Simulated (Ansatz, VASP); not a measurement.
## One calculation of MnAs, two programs

```
CELL_PARAMETERS angstrom
3.65526 0.00000 0.00000
-1.82763 3.16555 0.00000
0.00000 0.00000 5.50361
ATOMIC_POSITIONS crystal
Mn 0.00000 0.00000 0.00000
Mn 0.00000 0.00000 0.50000
As 0.33333 0.66667 0.25000
As 0.66667 0.33333 0.75000
```

Alike in both runs: functional PBE; k mesh 12 × 12 × 8; occupations gaussian, width 0.05 eV; collinear spin.

Ansatz relaxed the structure, and its values are those at the end. VASP's run is a single point on that final structure, the one shown.

```csv
,VASP,Ansatz
version,VASP 6.6.1,Ansatz 0.2.0
potentials or method,"VASP PAW PBE potentials, release 64 (Mn_pv, As), cutoff 520 eV","scalar-relativistic, plane waves, PAW"
valence electrons in the cell,36,60
```

```csv
,VASP,Ansatz,Ansatz less VASP
gap on the k mesh at the Fermi level (eV),none,none,-
pressure (GPa),0.1,0.0,-0.16
net moment per atom (μB),1.42,1.42,+0.001
size of the moment on the site where the two differ most (μB),2.91,2.85,-0.060
```

Site moments also hang on the region over which each program counts them. A gap of «none» marks a metal or a gap that the smearing closes. VASP's potentials hold 36 valence electrons a cell and Ansatz's 60, so a difference there can come from the potentials and not from the codes.
